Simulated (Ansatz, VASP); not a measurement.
**Two plane-wave programs on BeTe**

File POSCAR:

```
BeTe
1.0
    0.0000000000      2.8286228801      2.8286228801
    2.8286228801      0.0000000000      2.8286228801
    2.8286228801      2.8286228801      0.0000000000
Be Te
1 1
Direct
    0.0000000000      0.0000000000      0.0000000000
    0.2500000000      0.2500000000      0.2500000000
```

File INCAR.step1:

```
PREC = Accurate
ENCUT = 520
EDIFF = 1E-5
ISMEAR = 1
SIGMA = 0.001
LREAL = False
LASPH = True
NELM = 60
ALGO = Normal
ISIF = 2
LWAVE = True
LCHARG = False
GGA = PE
NBANDS = 11
```

The input INCAR.step2:

```
PREC = Accurate
ENCUT = 520
EDIFF = 1E-6
ISMEAR = 1
SIGMA = 0.001
LREAL = False
LASPH = True
NELM = 60
ALGO = Normal
ISIF = 2
LWAVE = False
LCHARG = False
GGA = PE
LHFCALC = True
HFSCREEN = 0.2079
PRECFOCK = Normal
ISTART = 1
NBANDS = 11
```

The input KPOINTS:

```
regular mesh
0
Gamma
  4 4 4
```

Input for Ansatz:

```yaml
crystal:
  lattice:
    - [0.0, 2.8286228801, 2.8286228801]
    - [2.8286228801, 0.0, 2.8286228801]
    - [2.8286228801, 2.8286228801, 0.0]
  atoms:
    - { symbol: Be, position: [0.0, 0.0, 0.0] }
    - { symbol: Te, position: [0.25, 0.25, 0.25] }
kpoints:
  mp_grid: { grid: [4, 4, 4] }
hamiltonian:
  xc: hse06
scf:
  occupations: { method: cold, width: 0.001 }
  n_extra_bands: 4
output:
  forces: true
  stress: true
  eigenvalues: true
```

Alike in both runs: task single point; functional HSE06; k mesh 4 × 4 × 4; no spin polarisation.

```csv
,VASP,Ansatz
version,VASP 6.6.1,Ansatz 0.2.0
potentials or method,"VASP PAW PBE potentials, release 64 (Be, Te)",plane waves
plane-wave cutoff (eV),520,420
occupations,"methfessel-paxton of order 1, width 0.001 eV","cold, width 0.001 eV"
valence electrons in the cell,8,18
```

```csv
,VASP,Ansatz,Ansatz less VASP
gap on the k mesh at the Fermi level (eV),2.69,2.71,+0.021
pressure (GPa),-0.5,-0.4,+0.12
```

VASP's potentials hold 8 valence electrons a cell and Ansatz's 18, so a difference there can come from the potentials and not from the codes. Ansatz's warnings: stress exchange threshold loose, stress scf threshold loose.

The k mesh is coarse, so the values compare programs but aren't converged. Neither program's run includes spin-orbit coupling.
